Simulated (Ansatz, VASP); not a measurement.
## MnF2: VASP beside Ansatz

Contents of INCAR:

```
PREC = Accurate
ENCUT = 520
EDIFF = 1E-6
ISMEAR = 0
SIGMA = 0.1
LREAL = False
LASPH = True
NELM = 150
ALGO = Normal
ISIF = 2
LWAVE = False
LCHARG = False
ISPIN = 2
MAGMOM = 5 -5 0 0 0 0
LORBIT = 11
LMAXMIX = 4
GGA = PE
NBANDS = 40
```

KPOINTS

```
Automatic mesh
0
Gamma
  4 4 6
```

POSCAR

```
MnF2
1.0
    4.8738000000      0.0000000000      0.0000000000
    0.0000000000      4.8738000000      0.0000000000
    0.0000000000      0.0000000000      3.3107000000
Mn F
2 4
Direct
    0.0000000000      0.0000000000      0.0000000000
    0.5000000000      0.5000000000      0.5000000000
    0.3053000000      0.3053000000      0.0000000000
    0.1947000000      0.8053000000      0.5000000000
    0.6947000000      0.6947000000      0.0000000000
    0.8053000000      0.1947000000      0.5000000000
```

Input for Ansatz:

```yaml
crystal:
  lattice:
    - [4.8738, 0.0, 0.0]
    - [0.0, 4.8738, 0.0]
    - [0.0, 0.0, 3.3107]
  atoms:
    - { symbol: Mn, position: [0.0, 0.0, 0.0], spin: 5.0 }
    - { symbol: Mn, position: [0.5, 0.5, 0.5], spin: -5.0 }
    - { symbol: F, position: [0.3053, 0.3053, 0.0] }
    - { symbol: F, position: [0.1947, 0.8053, 0.5] }
    - { symbol: F, position: [0.6947, 0.6947, 0.0] }
    - { symbol: F, position: [0.8053, 0.1947, 0.5] }
basis:
  ecutwfc: 420
kpoints:
  mp_grid: { grid: [4, 4, 6] }
hamiltonian:
  xc: pbe
  pseudopotentials: { kind: paw }
scf:
  occupations: { method: gaussian, width: 0.1 }
  lower_state_search: "off"
output:
  forces: true
  stress: true
  eigenvalues: true
  populations: true
magnetization:
  spin_polarized: true
```

Alike in both runs: task single point; functional PBE; k mesh 4 × 4 × 6; occupations gaussian, width 0.1 eV; collinear spin.

```csv
,VASP,Ansatz
version,VASP 6.6.1,Ansatz 0.2.0
potentials or method,"VASP PAW PBE potentials, release 64 (Mn_pv, F), cutoff 520 eV","scalar-relativistic, plane waves, PAW"
valence electrons in the cell,54,58
```

|  | VASP | Ansatz | Ansatz less VASP |
| --- | --- | --- | --- |
| gap on the k mesh at the Fermi level (eV) | 2.19 | 2.17 | -0.023 |
| least direct gap on the mesh (eV) | 2.25 | 2.23 | -0.023 |
| pressure (GPa) | 2.7 | 2.6 | -0.02 |
| traceless stress, the component that is largest in VASP (GPa) | 0.12 | 0.07 | -0.053 |
| rms of the force components (eV/Å) | 0.050 | 0.049 | -0.0013 |
| net moment per atom (μB) | 0.00 | 0.00 | 0.000 |
| size of the moment on the site where the two differ most (μB) | 4.54 | 4.15 | -0.390 |

Site moments also hang on the region over which each program counts them. Atom by atom the forces differ by 0.001 eV/Å (rms over components). The functional is the same, so the differences come from potentials, cutoffs and numerics. VASP's potentials hold 54 valence electrons a cell and Ansatz's 58, so a difference there can come from the potentials and not from the codes.
